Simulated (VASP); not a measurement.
Input of a VASP 6.6.1 run:

File POSCAR:

```
TiC
1.0
    0.0000000000      2.1934901093      2.1934901093
    2.1934901093      0.0000000000      2.1934901093
    2.1934901093      2.1934901093      0.0000000000
Ti C
1 1
Direct
    0.0000000000      0.0000000000      0.0000000000
    0.5000000000      0.5000000000      0.5000000000
```

The input INCAR.step1:

```
SYSTEM = TiC
PREC = Accurate
ENCUT = 520
EDIFF = 1E-5
ISMEAR = -1
SIGMA = 0.1
LREAL = .False.
LASPH = .True.
NELM = 100
ALGO = Normal
ISIF = 2
LWAVE = .True.
LCHARG = .False.
NBANDS = 15
GGA = PE
```

File INCAR.step2:

```
SYSTEM = TiC
PREC = Accurate
ENCUT = 520
EDIFF = 1E-6
ISMEAR = -1
SIGMA = 0.1
LREAL = .False.
LASPH = .True.
NELM = 100
ALGO = Normal
ISIF = 2
LWAVE = .False.
LCHARG = .False.
GGA = PE
LHFCALC = .True.
HFSCREEN = 0.2079
PRECFOCK = Normal
NBANDS = 15
ISTART = 1
```

KPOINTS

```
Automatic mesh
0
Gamma
  4 4 4
  0 0 0
```

Potentials or basis: VASP PAW PBE potentials, release 64 (Ti_sv, C).

The run is started by

```sh
$ cat potpaw_PBE.64/Ti_sv/POTCAR potpaw_PBE.64/C/POTCAR > POTCAR
$ cp INCAR.step1 INCAR
$ mpirun -np 1 vasp_std > vasp.out
$ cp INCAR.step2 INCAR
$ mpirun -np 1 vasp_std > vasp.out
```

(1) Predict the band gap on the k mesh.

(2) Estimate the pressure.

## Answers

(1) zero (bands 8 and 9 overlap by 1.54 eV).

(2) -13.5 GPa.

Caveat: the k points lie up to 0.62 Å⁻¹ apart, too coarse for converged energies and pressures of a metal; the PAW data sets were made with another functional, which shifts forces and pressure a little.
